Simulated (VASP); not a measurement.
Here is a VASP 6.6.1 calculation.

Contents of INCAR:

```
SYSTEM = Mg
  ALGO = Normal
  EDIFF = 1E-6
  ENCUT = 520
  GGA = PE
  ISIF = 2
  ISMEAR = -1
  LASPH = .TRUE.
  LCHARG = .FALSE.
  LREAL = .FALSE.
  LWAVE = .FALSE.
  NBANDS = 12
  NELM = 100
  PREC = Accurate
  SIGMA = 0.08
```

Contents of KPOINTS:

```
k-points
0
G
  11 11 3
  0 0 0
```

The input POSCAR:

```
Mg
1.0
    2.3500823002      0.0000000000      0.0000000000
   -1.1750411501      2.0352309730      0.0000000000
    0.0000000000      0.0000000000      7.6901475708
Mg
4
Direct
    0.0000000000      0.0000000000      0.0000000000
    0.0000000000      0.0000000000      0.5000000000
    0.3333333333      0.6666666667      0.2500000000
    0.6666666667      0.3333333333      0.7500000000
```

Potentials or basis: VASP PAW PBE potentials, release 64 (Mg).

Run with:

```bash
$ cat potpaw_PBE.64/Mg/POTCAR > POTCAR
$ mpirun -np 1 vasp_std > vasp.out
```

(1) Predict the pressure.

(2) Predict the band gap on the k mesh.

Results:

(1) 195.3 GPa.

(2) zero (band 4 reaches 10.84 eV, above the bottom of band 5 at 8.52 eV).
